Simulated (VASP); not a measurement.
Crystal: KBr.

```
CELL_PARAMETERS angstrom
0.00000 3.61453 3.61453
3.61453 0.00000 3.61453
3.61453 3.61453 0.00000
ATOMIC_POSITIONS crystal
K 0.00000 0.00000 0.00000
Br 0.25000 0.25000 0.25000
```

This cell differs from its parent crystal: strain -2.0%.

Base run:

- Program: VASP 6.6.1
- Functional: PBE
- Potentials or basis: VASP PAW PBE potentials, release 64 (K_sv, Br)
- Cutoff: 520 eV
- k mesh: 4 × 4 × 4
- Occupations: gaussian, width 0.01 eV
- Spin: no spin polarisation

Its results: band gap on the k mesh 4.39 eV (least direct gap 4.41 eV); pressure 1.0 GPa.

Task: The run is repeated on the same cell with these changes: functional from PBE to HSE06. What comes out?

Result: Band gap on the k mesh 5.51 eV (least direct gap 5.53 eV); pressure 0.9 GPa.

Caveats: the PAW data sets were made with another functional, which shifts forces and pressure a little (at least some runs).

A k mesh can miss the band edges.
